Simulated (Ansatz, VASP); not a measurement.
## One calculation of Be, two programs

```
CELL_PARAMETERS angstrom
2.33582 0.00000 0.00000
-1.16791 2.02288 0.00000
0.00000 0.00000 3.64027
ATOMIC_POSITIONS crystal
Be 0.33333 0.66667 0.25000
Be 0.66666 0.33333 0.75000
```

Alike in both runs: task single point; functional LDA; k mesh 9 × 9 × 5; no spin polarisation.

|  | VASP | Ansatz |
| --- | --- | --- |
| version | VASP 6.6.1 | Ansatz 0.2.0 |
| potentials or method | VASP PAW LDA potentials, release 64 (Be), cutoff 600 eV | PAW plane waves |
| occupations | methfessel-paxton of order 1, width 0.025 eV | cold, width 0.025 eV |
| valence electrons in the cell | 4 | 4 |

```tsv
	VASP	Ansatz	Ansatz less VASP
gap on the k mesh at the Fermi level (eV)	none	none	-
pressure (GPa)	-13.5	-13.8	-0.32
traceless stress, the component that is largest in VASP (GPa)	-1.40	-1.40	-0.004
```

LDA's correlation is that of Perdew and Zunger in VASP and of Perdew and Wang (1992) in Ansatz. A gap of «none» marks a metal or a gap that the smearing closes. Ansatz's warnings: structure snapped to symmetry.
